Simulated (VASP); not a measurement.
Set up this calculation in VASP 6.6.1, as the native input.

- Task: relaxation of cell and atoms
- Functional: BLYP
- Dispersion: D3(BJ)
- Potentials or basis: VASP PAW PBE potentials, release 64 (Sr_sv, O)
- Cutoff: 600 eV
- k mesh: 4 × 4 × 3, shifted
- Occupations: gaussian, width 0.01 eV
- Spin: no spin polarisation
- Dipole correction: no
- Further INCAR settings: ALGO = Normal; EDIFF = 1e-06; ISYM = 0; IBRION = 2; EDIFFG = -0.01; NSW = 80; ISIF = 3

The structure of SrO lies in POSCAR:

```
SrO
1.0
    4.2754662700      0.0000000000      0.0000000000
   -2.1377331300      3.7026624000      0.0000000000
    0.0000000000      0.0000000000      5.1555949900
Sr O
2 2
Direct
    0.3333333333      0.6666666667      0.9381277000
    0.6666666667      0.3333333333      0.4381277000
    0.3333333333      0.6666666667      0.4368723000
    0.6666666667      0.3333333333      0.9368723000
```

The input as run:

INCAR

```
SYSTEM = SrO
PREC = Accurate
ENCUT = 600
EDIFF = 1E-6
ISMEAR = 0
SIGMA = 0.01
LREAL = .FALSE.
LASPH = .TRUE.
NELM = 60
ALGO = Normal
ISIF = 3
LWAVE = .FALSE.
LCHARG = .FALSE.
GGA = B5
ALDAX = 1.0
AGGAX = 1.0
AGGAC = 1.0
ALDAC = 0.0
IVDW = 12
VDW_S6 = 1.0
VDW_S8 = 2.6996
VDW_A1 = 0.4298
VDW_A2 = 4.2359
IBRION = 2
NSW = 80
EDIFFG = -0.01
ISYM = 0
```

KPOINTS

```
Automatic mesh
0
Gamma
  4 4 3
  0.5 0.5 0.5
```

Potentials or basis: VASP PAW PBE potentials, release 64 (Sr_sv, O).

Command:

```bash
$ cat potpaw_PBE.64/Sr_sv/POTCAR potpaw_PBE.64/O/POTCAR > POTCAR
$ mpirun -np 1 vasp_std > vasp.out
```

It gave:

The relaxed volume is 20.29 Å³/atom. The relaxed cell is a = 4.262 Å, b = 4.262 Å, c = 5.162 Å, α = 90.00°, β = 90.00°, γ = 120.00°. The space group after relaxing (to 0.1 Å) is P6_3/mmc (No. 194). The energy gained by relaxing is 0.2 meV/atom and the ionic steps are 4. The pressure after relaxing is 0.0 GPa. The largest force after relaxing is 0.009 eV/Å, the band gap on the k mesh is 3.66 eV (least direct gap 3.89 eV) and the dispersion energy per atom is -0.486 eV.

Caveat: the PAW data sets were made with another functional, which shifts forces and pressure a little; a shifted mesh leaves out Γ, where band edges can lie.

Run time: 8.8 min on 1 thread of Intel Xeon 8259CL, with other jobs on the host, peak memory 0.34 GiB.
